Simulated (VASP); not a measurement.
Write the native input for VASP 6.6.1 that does the following.

```
Task                   : single point
Functional             : PBEsol
Potentials or basis    : VASP PAW PBE potentials, release 64 (Sb, In_d)
Cutoff                 : 500 eV
k mesh                 : 6 × 6 × 6
Occupations            : gaussian, width 0.02 eV
Spin                   : no spin polarisation
Dipole correction      : no
Further INCAR settings : ALGO = Normal; EDIFF = 1e-06; NBANDS = 22
```

The structure of InSb3 lies in POSCAR:

```
InSb3
1.0
    0.0000000000      3.7945550000      3.7945550000
    3.7945550000      0.0000000000      3.7945550000
    3.7945550000      3.7945550000      0.0000000000
Sb In
3 1
Direct
    0.5000000000      0.5000000000      0.5000000000
    0.7500000000      0.7500000000      0.7500000000
    0.2500000000      0.2500000000      0.2500000000
    0.0013176776      0.0013176776     -0.0013176776
```

These files were run (other wordings do the same):

INCAR

```
SYSTEM = InSb3
PREC = Accurate
ENCUT = 500
EDIFF = 1E-6
ISMEAR = 0
SIGMA = 0.02
LREAL = .FALSE.
LASPH = .TRUE.
NELM = 120
ALGO = Normal
ISIF = 2
LWAVE = .FALSE.
LCHARG = .FALSE.
GGA = PS
NBANDS = 22
GGA_COMPAT = .FALSE.
```

KPOINTS

```
regular mesh
0
G
  6 6 6
  0 0 0
```

Potentials or basis: VASP PAW PBE potentials, release 64 (Sb, In_d).

Launch:

```sh
$ cat potpaw_PBE.64/Sb/POTCAR potpaw_PBE.64/In_d/POTCAR > POTCAR
$ mpirun -np 1 vasp_std > vasp.out
```

Results of the run:

| Property | Result |
| --- | --- |
| Pressure | -3.2 GPa |
| Largest force | 0.015 eV/Å |
| Band gap on the k mesh | zero (band 14 reaches 8.90 eV, above the bottom of band 15 at 5.45 eV) |

Caveat: the PAW data sets were made with another functional, which shifts forces and pressure a little; spin-orbit coupling is left out, which moves the levels of the heavy elements.

Wall time 95 s on 1 thread of Intel Xeon 8259CL, on a shared host, peak memory 0.27 GiB.
